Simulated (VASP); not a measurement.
Ge:

```
Ge
1.0
     0.00000    2.82868    2.82868
     2.82868    0.00000    2.82868
     2.82868    2.82868    0.00000
Ge
2
Direct
  0.50000 0.50000 0.50000
  0.75000 0.75000 0.75000
```

```yaml
Program: VASP 6.6.1
Task: relaxation of cell and atoms
Functional: revPBE
Potentials_or_basis: VASP PAW PBE potentials, release 64 (Ge_d)
Cutoff: 600 eV
k_mesh: 5 × 5 × 5
Occupations: fermi-dirac, width 0.05 eV
Spin: no spin polarisation
```

At the start: pressure 4.9 GPa; volume 22.63 Å³/atom.

Task: How do energy, volume and symmetry change on relaxing?

Result: Over 3 steps the energy falls by 28.0 meV/atom and the volume is 24.53 Å³/atom (+8.4 %); space group Fd-3m (No. 227, to 0.05 Å).

Step by step:
| step | energy change (eV) | largest force (eV/Å) | pressure (GPa) | volume (Å³) |
| --- | --- | --- | --- | --- |
| 1 | 0.0000 | 0.0000 | 4.91 | 45.27 |
| 2 | -0.0533 | 0.0000 | -1.03 | 49.96 |
| 3 | -0.0560 | 0.0000 | 0.01 | 49.06 |

Final structure:
```
Ge
1.0
     0.00000    2.90549    2.90549
     2.90549    0.00000    2.90549
     2.90549    2.90549    0.00000
Ge
2
Direct
  0.50000 0.50000 0.50000
  0.75000 0.75000 0.75000
```

Caveat: the k points lie up to 0.37 Å⁻¹ apart in the final cell; the PAW data sets were made with another functional, which shifts forces and pressure a little.
